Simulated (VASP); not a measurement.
Here is a VASP 6.6.1 calculation.

INCAR

```
PREC = Accurate
ENCUT = 520
EDIFF = 1E-6
ISMEAR = 0
SIGMA = 0.05
LREAL = False
LASPH = True
NELM = 60
ALGO = Normal
ISIF = 2
LWAVE = False
LCHARG = False
GGA = PS
NBANDS = 16
```

File KPOINTS:

```
regular mesh
0
Gamma
  9 9 6
```

POSCAR

```
MgO
1.0
    3.4540523579      0.0000000000      0.0000000000
   -1.7270261790      2.9912970879      0.0000000000
    0.0000000000      0.0000000000      4.2924500482
Mg O
2 2
Direct
    0.6868215855      0.3736431710      0.7500000000
    0.3131784145      0.6263568290      0.2500000000
    0.6518268271      0.3036536542      0.2500000000
    0.3481731729      0.6963463458      0.7500000000
```

Potentials or basis: VASP PAW PBE potentials, release 64 (Mg, O).

Launch:

```bash
$ cat potpaw_PBE.64/Mg/POTCAR potpaw_PBE.64/O/POTCAR > POTCAR
$ mpirun -np 1 vasp_std > vasp.out
```

Problem. What does it give for the pressure?

Solution. -0.1 GPa.

Problem. What does it give for the largest force?

Solution. 0.786 eV/Å.

Stress tensor (GPa, compression positive):
```
 3.26  0.00  0.00
 0.00 -0.50  0.00
 0.00  0.00 -3.02
```

Caveat: the cell differs from its parent crystal (mode 5 frozen in at +0.122 Å, strain +e along z and -e/2 along x and y +0.0233); the PAW data sets were made with another functional, which shifts forces and pressure a little.
